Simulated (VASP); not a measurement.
# Fe (Im-3m) in VASP: a series of runs

The runs below take Fe through electric field gradients, with r2SCAN.

Program: VASP 6.6.1. These are calculated values, not measurements. Logs are shortened: lines on timing, memory, paths and dates and some standing lists are left out, and cuts for length are marked.

## Step 1: The cell of the first run

It takes space group Im-3m (No. 229, cubic). Conventional cell: a = 2.868 Å, b = 2.868 Å, c = 2.868 Å, α = 90.00°, β = 90.00°, γ = 90.00°. Within 3.3 Å of Fe (site symmetry m-3m) lie 14 Fe at 2.48 to 2.87 Å.

## Step 2: Electric field gradients, r2SCAN, collinear spin, ferromagnetic start

Contents of POSCAR:

```
Fe
1.0
   -1.4341180426      1.4341180426      1.4341180426
    1.4341180426     -1.4341180426      1.4341180426
    1.4341180426      1.4341180426     -1.4341180426
Fe
1
Direct
    0.0000000000      0.0000000000      0.0000000000
```

Contents of INCAR.step1:

```
  PREC = Accurate
  ENCUT = 520
  ISMEAR = 0
  SIGMA = 0.05
  LREAL = False
  LASPH = True
  NELM = 150
  ISPIN = 2
  MAGMOM = 3.1
  LMAXMIX = 4
  NBANDS = 14
  GGA = PE
  ALGO = Normal
  EDIFF = 1E-4
  LWAVE = True
  LCHARG = False
```

Contents of INCAR.step2:

```
  PREC = Accurate
  ENCUT = 520
  EDIFF = 1E-8
  ISMEAR = 0
  SIGMA = 0.05
  LREAL = False
  LASPH = True
  NELM = 150
  ALGO = Normal
  ISIF = 2
  LWAVE = False
  LCHARG = False
  ISPIN = 2
  MAGMOM = 3.1
  LORBIT = 11
  LMAXMIX = 4
  METAGGA = R2SCAN
  LMIXTAU = True
  LEFG = True
  NBANDS = 14
  ISTART = 1
```

Contents of KPOINTS:

```
Automatic mesh
0
Gamma
  22 22 22
```

Potentials or basis: VASP PAW PBE potentials, release 64 (Fe).

Launch:

```console
cat potpaw_PBE.64/Fe/POTCAR > POTCAR
cp INCAR.step1 INCAR
mpirun -np 1 vasp_std > vasp.out
cp INCAR.step2 INCAR
mpirun -np 1 vasp_std > vasp.out
```

OUTCAR:

```text
PREC = Accurate
   ENCUT = 520
   EDIFF = 1E-8
   ISMEAR = 0
   LREAL = False
   LASPH = True
   NELM = 150
   ISIF = 2
   ISPIN = 2
   LORBIT = 11
   METAGGA = R2SCAN
   ISTART = 1

 ion  position               nearest neighbor table
   1  0.000  0.000  0.000-

  LATTYP: Found a body centered cubic cell.
 ALAT       =     2.8682360852

  Lattice vectors:

 A1 = (  -1.4341180426,   1.4341180426,   1.4341180426)
 A2 = (   1.4341180426,  -1.4341180426,   1.4341180426)
 A3 = (   1.4341180426,   1.4341180426,  -1.4341180426)

Analysis of symmetry for initial positions (statically):
=====================================================================
 Subroutine PRICEL returns:
 Original cell was already a primitive cell.

 Routine SETGRP: Setting up the symmetry group for a
 body centered cubic supercell.

 Subroutine GETGRP returns: Found 48 space group operations
 (whereof 48 operations were pure point group operations)
 out of a pool of 48 trial point group operations.

The static configuration has the point symmetry O_h .

Analysis of symmetry for dynamics (positions and initial velocities):
=====================================================================
 Subroutine PRICEL returns:
 Original cell was already a primitive cell.

 Routine SETGRP: Setting up the symmetry group for a
 body centered cubic supercell.

 Subroutine GETGRP returns: Found 48 space group operations
 (whereof 48 operations were pure point group operations)
 out of a pool of 48 trial point group operations.

The dynamic configuration has the point symmetry O_h .

Analysis of structural, dynamic, and magnetic symmetry:
=====================================================================
 Subroutine PRICEL returns:
 Original cell was already a primitive cell.

 Routine SETGRP: Setting up the symmetry group for a
 body centered cubic supercell.

 Subroutine GETGRP returns: Found 48 space group operations
 (whereof 48 operations were pure point group operations)
 out of a pool of 48 trial point group operations.

The overall configuration has the point symmetry O_h .

 Subroutine INISYM returns: Found 48 space group operations
 (whereof 48 operations are pure point group operations),
 and found     1 'primitive' translations

----------------------------------------------------------------------------------------

                                     Primitive cell

  volume of cell :      11.7982

  direct lattice vectors                    reciprocal lattice vectors
    -1.434118043  1.434118043  1.434118043     0.000000000  0.348646335  0.348646335
     1.434118043 -1.434118043  1.434118043     0.348646335  0.000000000  0.348646335
     1.434118043  1.434118043 -1.434118043     0.348646335  0.348646335  0.000000000

  length of vectors
     2.483965314  2.483965314  2.483965314     0.493060376  0.493060376  0.493060376

  position of ions in fractional coordinates (direct lattice)
     0.000000000  0.000000000  0.000000000

  ion indices of the primitive-cell ions
   primitive index   ion index
                 1           1

----------------------------------------------------------------------------------------

 KPOINTS: Automatic mesh

Automatic generation of k-mesh.
 Grid dimensions read from file:
 generate k-points for:   22   22   22

 Generating k-lattice:

  Cartesian coordinates                     Fractional coordinates (reciprocal lattice)
     0.000000000  0.015847561  0.015847561     0.045454545  0.000000000  0.000000000
     0.015847561  0.000000000  0.015847561     0.000000000  0.045454545  0.000000000
     0.015847561  0.015847561  0.000000000     0.000000000  0.000000000  0.045454545

  Length of vectors
     0.022411835  0.022411835  0.022411835

  Shift w.r.t. Gamma in fractional coordinates (k-lattice)
     0.000000000  0.000000000  0.000000000

 Subroutine IBZKPT returns following result:
 ===========================================

 Found    328 irreducible k-points:

 Following reciprocal coordinates:
            Coordinates               Weight
  0.000000  0.000000  0.000000      1.000000
  0.045455  0.000000  0.000000     12.000000
  0.090909  0.000000  0.000000     12.000000
  0.136364  0.000000  0.000000     12.000000
  0.181818  0.000000  0.000000     12.000000
  0.227273  0.000000  0.000000     12.000000
[... 16 lines left out ...]
  0.090909  0.090909  0.000000     24.000000
  0.136364  0.090909  0.000000     48.000000
 [... further k-points ...]
   k-points           NKPTS =    328   k-points in BZ     NKDIM =    328   number of bands    NBANDS=     14
   number of dos      NEDOS =    301   number of ions     NIONS =      1
   total plane-waves  NPLWV =   5832
   dimension x,y,z NGX =    18 NGY =   18 NGZ =   18
   dimension x,y,z NGXF=    36 NGYF=   36 NGZF=   36
   ions per type =               1
   NGX,Y,Z   is equivalent  to a cutoff of  12.05, 12.05, 12.05 a.u.
   NGXF,Y,Z  is equivalent  to a cutoff of  24.09, 24.09, 24.09 a.u.
 SYSTEM =  unknown system
   PREC   = accura    normal or accurate (medium, high low for compatibility)
   ISTART =      1    job   : 0-new  1-cont  2-samecut
   ICHARG =      0    charge: 1-file 2-atom 10-const
   ISPIN  =      2    spin polarized calculation?
   LNONCOLLINEAR =      F non collinear calculations
   LSORBIT =      F    spin-orbit coupling
   LASPH  =      T    aspherical Exc in radial PAW
   ENCUT  =  520.0 eV  38.22 Ry    6.18 a.u.   4.62  4.62  4.62*2*pi/ulx,y,z
   NELM   =    150;   NELMIN=  2; NELMDL=  0     # of ELM steps
   EDIFF  = 0.1E-07   stopping-criterion for ELM
   LREAL  =      F    real-space projection
   EDIFFG = 0.1E-06   stopping-criterion for IOM
   NSW    =      0    number of steps for IOM
   IBRION =     -1    ionic relax: 0-MD 1-quasi-New 2-CG
   NFREE  =      0    steps in history (QN), initial steepest desc. (CG)
   ISIF   =      2    stress and relaxation
   ISYM   =      2    0-nonsym 1-usesym 2-fastsym
   POTIM  = 0.5000    time-step for ionic-motion
   TEBEG  =    0.0;   TEEND  =   0.0 temperature during run
   PSTRESS=    0.0 pullay stress
   NELECT =       8.0000    total number of electrons
   NUPDOWN=      -1.0000    fix difference up-down
   EMIN   =  10.00;   EMAX   =-10.00  energy-range for DOS
   EFERMI =   0.00;   METHOD = LEGACY
   ISMEAR =     0;   SIGMA  =   0.05  broadening in eV -4-tet -1-fermi 0-gaus
   EFERMI_NEDOS =   21; number of points for ismear=-14 and -15
   IALGO  =     38    algorithm
   IMIX   =      4    mixing-type and parameters
     AMIX     =   0.40;   BMIX     =  1.00
     AMIX_MAG =   1.60;   BMIX_MAG =  1.00
  volume/ion in A,a.u.               =      11.80        79.62
  Fermi-wavevector in a.u.,A,eV,Ry     =   1.438246  2.717891 28.144364  2.068552
  Thomas-Fermi vector in A             =   2.557234
   LORBIT       =     11    0 simple, 1 ext, 2 COOP (PROOUT), +10 PAW based schemes
   METAGGA = R2SCAN    functional components
   LHFCALC =     F    Hartree Fock is set to
   AEXX    =    0.0000 exact exchange contribution
   IVDW    =     0    specifies the selected vdW correction
   LEPSILON=     F    determine dielectric tensor
   LRPA    =     F    only Hartree local field effects (RPA)
 spin polarized calculation
 Gauss-broadening in eV      SIGMA  =   0.05
  energy-cutoff  :      520.00
  volume of cell :       11.80
 maximum number of plane-waves:       331
   NGX =  9   NGY =  9   NGZ =  9

 number of electron       7.9999997 magnetization       2.6632944

 Free energy of the ion-electron system (eV)
  ---------------------------------------------------
  ext. energy  EPLUGINS =         0.00000000
  ---------------------------------------------------
  free energy    TOTEN  =       -14.35943091 eV

  energy without entropy =      -14.35842503  energy(sigma->0) =      -14.35892797

 E-fermi :   5.4591     XC(G=0): -14.0062

 val. band max:        5.4554509578   @ k =   0.1364   0.0455   0.0455
 cond. band min:       5.4624348554   @ k =  -0.1818   0.2727   0.0909
 fundamental gap:      0.0069838976
 Fermi energy:         5.4590762501

 spin component 1

 k-point     1 :       0.0000    0.0000    0.0000
  band No.  band energies     occupation
      1      -3.0255      1.00000
      2       2.3792      1.00000
      3       2.3793      1.00000
      4       2.3793      1.00000
      5       3.5822      1.00000
      6       3.5822      1.00000
      7      31.0730      0.00000
      8      31.0731      0.00000
      9      31.0731      0.00000
     10      35.8977      0.00000
     11      35.8977      0.00000
     12      37.5453      0.00000
     13      37.5453      0.00000
     14      37.5460      0.00000
[... 375 lines left out ...]
 k-point    24 :       0.1364    0.0909    0.0000
  band No.  band energies     occupation
      1      -1.5059      1.00000
      2       2.0919      1.00000
      3       2.2033      1.00000
      4       3.2170      1.00000
      5       3.3418      1.00000
      6       3.6584      1.00000
      7      24.5776      0.00000
      8      26.3266      0.00000
      9      30.0961      0.00000
     10      31.2034      0.00000
     11      34.6824      0.00000
     12      35.9345      0.00000
     13      39.7482      0.00000
     14      40.2375      0.00000

 [... further k-points ...]

 spin component 2

 k-point     1 :       0.0000    0.0000    0.0000
  band No.  band energies     occupation
      1      -3.6471      1.00000
      2       5.8293      0.00000
      3       5.8293      0.00000
      4       5.8293      0.00000
      5       8.0216      0.00000
      6       8.0216      0.00000
      7      30.7099      0.00000
      8      30.7100      0.00000
      9      30.7100      0.00000
     10      36.4914      0.00000
     11      36.4915      0.00000
     12      39.3326      0.00000
     13      39.3326      0.00000
     14      39.3331      0.00000
[... 375 lines left out ...]
 k-point    24 :       0.1364    0.0909    0.0000
  band No.  band energies     occupation
      1      -2.0292      1.00000
      2       5.3722      0.99300
      3       5.4668      0.41347
      4       6.7697      0.00000
      5       7.5956      0.00000
      6       8.1200      0.00000
      7      25.1549      0.00000
      8      26.8910      0.00000
      9      31.1668      0.00000
     10      31.8471      0.00000
     11      35.6534      0.00000
     12      37.3960      0.00000
     13      41.2225      0.00000
     14      41.3663      0.00000

 [... further k-points ...]

------------------------ aborting loop because EDIFF is reached ----------------------------------------

  FORCE on cell =-STRESS in cart. coord.  units (eV):
  Direction    XX          YY          ZZ          XY          YZ          ZX
  --------------------------------------------------------------------------------------
  -------------------------------------------------------------------------------------
  Total       -0.0237288     -0.0237288     -0.0237288     -0.0000000      0.0000000     -0.0000000
  in kB       -3.2223454     -3.2223454     -3.2223454     -0.0000000      0.0000000     -0.0000000
  external PRESSURE =      -3.2223454 kB  Pullay stress =       0.0000000 kB

 VOLUME and BASIS-vectors are now :
 -----------------------------------------------------------------------------
  energy-cutoff  :      520.00
  volume of cell :       11.80
      direct lattice vectors                 reciprocal lattice vectors
    -1.434118043  1.434118043  1.434118043     0.000000000  0.348646335  0.348646335
     1.434118043 -1.434118043  1.434118043     0.348646335  0.000000000  0.348646335
     1.434118043  1.434118043 -1.434118043     0.348646335  0.348646335  0.000000000

 POSITION                                       TOTAL-FORCE (eV/Angst)
 -----------------------------------------------------------------------------------
      0.00000      0.00000      0.00000        -0.000000     -0.000000      0.000000
 -----------------------------------------------------------------------------------
    total drift:                                0.000000      0.000000      0.000000

  FREE ENERGIE OF THE ION-ELECTRON SYSTEM (eV)
  ---------------------------------------------------
  free  energy   TOTEN  =       -14.3594309131 eV

  energy  without entropy=      -14.3584250331  energy(sigma->0) =      -14.35892797

 Electric field gradients (V/A^2)
---------------------------------------------------------------------
 ion       V_xx      V_yy      V_zz      V_xy      V_xz      V_yz
---------------------------------------------------------------------
   1       0.000    -0.000    -0.000    -0.001    -0.001    -0.001
---------------------------------------------------------------------

 Electric field gradients after diagonalization (V/A^2)
 (convention: |V_zz| > |V_xx| > |V_yy|)
----------------------------------------------------------------------
 ion       V_xx      V_yy      V_zz     asymmetry (V_yy - V_xx)/ V_zz
----------------------------------------------------------------------
   1       0.001     0.001    -0.001       0.000
----------------------------------------------------------------------

           NMR quadrupolar parameters

 Cq : quadrupolar parameter    Cq=e*Q*V_zz/h
 eta: asymmetry parameters     (V_yy - V_xx)/ V_zz
 Q  : nuclear electric quadrupole moment in mb (millibarn)
----------------------------------------------------------------------
 ion       Cq(MHz)       eta       Q (mb)
----------------------------------------------------------------------
   1      -0.000       0.000       1.000
----------------------------------------------------------------------

 total charge

# of ion       s       p       d       tot
------------------------------------------
    1        0.478   0.549   6.167   7.194

 magnetization (x)

# of ion       s       p       d       tot
------------------------------------------
    1       -0.012  -0.117   2.861   2.733
```

It took 5 min on 1 thread of Intel Xeon Platinum 8375C at 2.90GHz (Ice Lake), shared host; peak memory 0.19 GiB.

Results:

| Quantity | Value |
| --- | --- |
| Free energy | -14.3594 eV |
| Pressure | -0.3 GPa |
| Net moment | 2.66 μB per cell |
| Site moments | Fe +2.73 μB |
| Valence electrons inside the program's atomic spheres | Fe 7.19 |

Levels at points of the mesh, in eV from the Fermi level:
Spin up:
| k point | band 1 | band 2 | band 3 | band 4 | band 5 | band 6 | band 7 | band 8 | band 9 | band 10 |
| --- | --- | --- | --- | --- | --- | --- | --- | --- | --- | --- |
| (0.00, 0.00, 0.00) | -8.48 | -3.08 | -3.08 | -3.08 | -1.88 | -1.88 | 25.61 | 25.61 | 25.61 | 30.44 |
| (0.50, 0.00, 0.00) | -5.36 | -4.07 | -1.84 | -1.72 | -0.56 | 0.56 | 6.85 | 18.77 | 20.18 | 23.35 |
| (0.50, 0.50, 0.50) | -5.30 | -5.30 | -0.81 | -0.81 | -0.81 | 9.93 | 9.93 | 9.93 | 15.48 | 15.48 |
Spin down:
```csv
k point,band 1,band 2,band 3,band 4,band 5,band 6
"(0.00, 0.00, 0.00)",-9.11,0.37,0.37,0.37,2.56,2.56
"(0.50, 0.00, 0.00)",-3.49,-1.04,-0.01,2.39,2.85,3.41
"(0.50, 0.50, 0.50)",-2.66,-2.66,3.10,3.10,3.10,10.28
```

Caveat: without QUAD_EFG the Cq values of the log hold for a quadrupole moment of 1 mb, not for the nuclei; the PAW data sets were made with another functional, which shifts forces and pressure a little.

[end of part 1 of 2]
